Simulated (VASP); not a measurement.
# C: single point with PBE+D3(BJ)

Crystal: C.

```
CELL_PARAMETERS angstrom
-2.46466 0.00000 0.00000
0.00000 0.00000 -3.57197
0.00000 -4.26892 0.00000
ATOMIC_POSITIONS crystal
C 0.50000 0.00000 0.16667
C 0.00000 0.00000 0.65542
C 0.00000 0.00000 0.33333
C 0.50000 0.00000 0.84458
```

This cell differs from its parent crystal: mode 8 frozen in at -0.024 Å and mode 12 at +0.024 Å (largest displacements).

* Program: VASP 6.6.1
* Task: single point
* Functional: PBE
* Dispersion: D3(BJ)
* Potentials or basis: VASP PAW PBE potentials, release 64 (C)
* Cutoff: 520 eV
* k mesh: 18 × 12 × 10
* Occupations: gaussian, width 0.15 eV
* Spin: no spin polarisation

```yaml
Pressure: 1.9 GPa
Largest_force: 4.525 eV/Å
Band_gap_on_the_k_mesh: zero (band 8 reaches 4.31 eV, above the bottom of band 9 at 4.01 eV)
Dispersion_energy_per_atom: -0.145 eV
```

Forces on the atoms (eV/Å):
```
C    0.000 -0.856  0.000
C    0.000 -4.525  0.000
C    0.000  0.856  0.000
C    0.000  4.525  0.000
```

Stress tensor (GPa, compression positive):
```
-1.52  0.00  0.00
 0.00  7.26  0.00
 0.00  0.00 -0.16
```

Levels at points of the mesh, in eV from the Fermi level:
```csv
k point,band 4,band 5,band 6,band 7,band 8,band 9,band 10,band 11,band 12,band 13
"(0.00, 0.00, 0.00)",-6.88,-6.20,-3.70,-2.20,-1.45,1.77,3.85,7.36,7.36,9.30
"(0.50, 0.00, 0.00)",-10.20,-9.30,-9.30,-2.31,-2.31,3.57,3.57,9.23,9.23,10.99
"(0.00, 0.50, 0.00)",-8.29,-6.17,-3.68,-2.48,-2.18,0.56,7.41,7.60,9.18,9.38
"(0.50, 0.50, 0.00)",-10.11,-9.23,-9.23,-3.40,-3.40,2.73,2.73,10.20,10.20,11.38
"(0.00, 0.00, 0.50)",-7.55,-5.38,-5.20,-4.92,-4.05,5.62,5.75,7.14,7.72,8.03
"(0.50, 0.00, 0.50)",-13.02,-6.52,-6.52,-2.03,-2.03,2.68,2.68,7.07,7.07,10.90
"(0.00, 0.50, 0.50)",-7.49,-6.69,-6.29,-5.17,-4.02,6.50,7.08,8.16,8.75,10.61
"(0.50, 0.50, 0.50)",-12.91,-6.49,-6.49,-3.00,-3.00,1.35,1.35,7.31,7.31,13.09
```

Wall time 2.3 min on 1 thread of Intel(R) Xeon(R) Platinum 8488C (Sapphire Rapids) (shared host), peak memory 0.29 GiB.

Caveat: the cell differs from its parent crystal (mode 8 frozen in at -0.024 Å and mode 12 at +0.024 Å (largest displacements)); forces of over 1 eV/Å act on the atoms, so gaps and moduli don't describe the material at rest.
